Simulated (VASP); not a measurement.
Input of a VASP 6.6.1 run:

INCAR

```
SYSTEM = VCrC2
PREC     = Accurate       ! precision mode
ENCUT    = 520            ! plane-wave cutoff, eV
EDIFF    = 1E-7           ! SCF threshold, eV
ISMEAR   = -1             ! smearing method
SIGMA    = 0.05           ! smearing width, eV
LREAL    = .FALSE.        ! projectors in reciprocal space
LASPH    = .TRUE.         ! aspherical terms in the spheres
NELM     = 150            ! most SCF steps
ALGO     = Normal         ! electronic algorithm
ISIF     = 2              ! what is computed and relaxed
LWAVE    = .FALSE.        ! write WAVECAR
LCHARG   = .FALSE.        ! write CHGCAR
ISPIN    = 2              ! spin polarisation
MAGMOM   = 0.72 0.48 0 0  ! initial moments
LORBIT   = 11             ! projections on sites
NUPDOWN  = 1.2            ! fixed moment
LMAXMIX  = 4              ! l up to which the mixer works
GGA      = PS             ! functional
NBANDS   = 28             ! bands
```

The input KPOINTS:

```
regular mesh
0
G
  9 9 9
  0 0 0
```

POSCAR

```
VCrC2
1.0
    1.4606320425      0.8432963029      4.7393853233
   -1.4606320425      0.8432963029      4.7393853233
    0.0000000000     -1.6865926058      4.7393853233
Cr V C
1 1 2
Direct
    0.5000000000      0.5000000000      0.5000000000
    0.0000000000      0.0000000000      0.0000000000
    0.2487590000      0.2487590000      0.2487590000
    0.7512410000      0.7512410000      0.7512410000
```

Potentials or basis: VASP PAW PBE potentials, release 64 (Cr_pv, V_sv, C).

The run is started by

```bash
$ cat potpaw_PBE.64/Cr_pv/POTCAR potpaw_PBE.64/V_sv/POTCAR potpaw_PBE.64/C/POTCAR > POTCAR
$ mpirun -np 1 vasp_std > vasp.out
```

Question: What does it give for the pressure?

Answer: -8.4 GPa.

Question: What does it give for the largest force?

Answer: 0.054 eV/Å.

Forces in eV/Å, atoms in the order of the input:
```
Cr   0.000  0.000  0.000
V    0.000  0.000  0.000
C    0.000  0.000 -0.054
C    0.000  0.000  0.054
```

Caveat: the cell stands under tension; the PAW data sets were made with another functional, which shifts forces and pressure a little; the total moment is fixed, so each spin has its own Fermi level and the state may be an excited one.
